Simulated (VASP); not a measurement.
AgCl: relaxation of cell and atoms with PBEsol

Crystal: AgCl.

```
Ag Cl
1.0
     0.00000    2.73500    2.73500
     2.73500    0.00000    2.73500
     2.73500    2.73500    0.00000
Ag Cl
1 1
Direct
  0.00000 0.00000 0.00000
  0.50000 0.50000 0.50000
```

```
Program                : VASP 6.6.1
Task                   : relaxation of cell and atoms
Functional             : PBEsol
Potentials or basis    : VASP PAW PBE potentials, release 64 (Ag, Cl)
Cutoff                 : 600 eV
k mesh                 : 8 × 8 × 8
Occupations            : fermi-dirac, width 0.05 eV
Spin                   : no spin polarisation
Dipole correction      : no
Further INCAR settings : ALGO = Normal; EDIFF = 1e-07; IBRION = 2; EDIFFG = -0.01; NSW = 60; ISIF = 3
```

| Quantity | Value |
| --- | --- |
| Relaxed volume | 20.18 Å³/atom |
| Relaxed cell | a = 3.850 Å, b = 3.850 Å, c = 3.850 Å, α = 60.00°, β = 60.00°, γ = 60.00° |
| Space group after relaxing (to 0.1 Å) | Fm-3m (No. 225) |
| Energy gained by relaxing | 0.6 meV/atom |
| Ionic steps | 2 |
| Pressure after relaxing | 0.0 GPa |
| Band gap on the k mesh | 0.72 eV (least direct gap 3.23 eV) |

Step by step:
```
step  energy change (eV)  largest force (eV/Å)  pressure (GPa)  volume (Å³)
   1              0.0000                0.0000           -0.74        40.92
   2             -0.0013                0.0000            0.01        40.36
```

Final structure:
```xyz
2
Lattice="0.0000 2.7225 2.7225 2.7225 0.0000 2.7225 2.7225 2.7225 0.0000" Properties=species:S:1:pos:R:3 pbc="T T T"
Ag    5.4449    2.7225    2.7225
Cl    2.7225    2.7225    2.7225
```

Levels at points of the mesh, in eV from the valence-band top:
```tsv
k point	band 6	band 7	band 8	band 9	band 10	band 11	band 12	band 13
(0.00, 0.00, 0.00)	-2.67	-2.57	-2.57	-2.57	0.72	10.72	10.72	10.72
(0.50, 0.00, 0.00)	-2.28	-1.94	0.00	0.00	3.88	6.75	7.42	7.42
(0.50, 0.50, 0.00)	-2.45	-2.15	-2.15	-2.02	2.14	7.78	8.64	11.64
```

Wall time 35 s on 1 thread of Intel(R) Xeon(R) Platinum 8488C (Sapphire Rapids) (shared host), peak memory 0.19 GiB.

Caveat: semilocal functionals underestimate gaps, and a narrow one can read as zero; the PAW data sets were made with another functional, which shifts forces and pressure a little. PBEsol gaps usually lie below the measured ones, often by a third to a half.
